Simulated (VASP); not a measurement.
A run of VASP 6.6.1:

INCAR

```
SYSTEM = Al2BP3
ALGO = Normal
EDIFF = 1E-7
ENCUT = 520
GGA = PE
ISIF = 2
ISMEAR = -1
LASPH = .True.
LCHARG = .True.
LELF = .True.
LREAL = .False.
LVHAR = .True.
LWAVE = .False.
NBANDS = 21
NELM = 60
PREC = Accurate
SIGMA = 0.02
```

KPOINTS

```
k-points
0
Gamma
  12 12 4
  0 0 0
```

File POSCAR:

```
Al2BP3
1.0
    3.6565496871      0.0000000000      0.0000000000
   -1.8282748435      3.1666649192      0.0000000000
    0.0000000000      0.0000000000      9.1355759297
B Al P
1 2 3
Direct
    0.0000000000      0.0000000000      0.0065573311
    0.6666666667      0.3333333333      0.6794979474
    0.3333333333      0.6666666667      0.3226273278
    0.6666666667      0.3333333333      0.9388719397
    0.3333333333      0.6666666667      0.5798333975
    0.0000000000      0.0000000000      0.2226120566
```

Potentials or basis: VASP PAW PBE potentials, release 64 (B, Al, P).

Launch:

```sh
$ cat potpaw_PBE.64/B/POTCAR potpaw_PBE.64/Al/POTCAR potpaw_PBE.64/P/POTCAR > POTCAR
$ mpirun -np 1 vasp_std > vasp.out
```

Hardware: 1 thread of AMD EPYC 9R45 96-Core Processor (Zen 5), with other jobs on the host.

Problem. How long does it take, and how much memory?

Solution. It took 110 s on 1 thread of AMD EPYC 9R45 96-Core Processor (Zen 5), on a shared host, peak memory 0.27 GiB. Counts: scf iterations 16, k points 69.
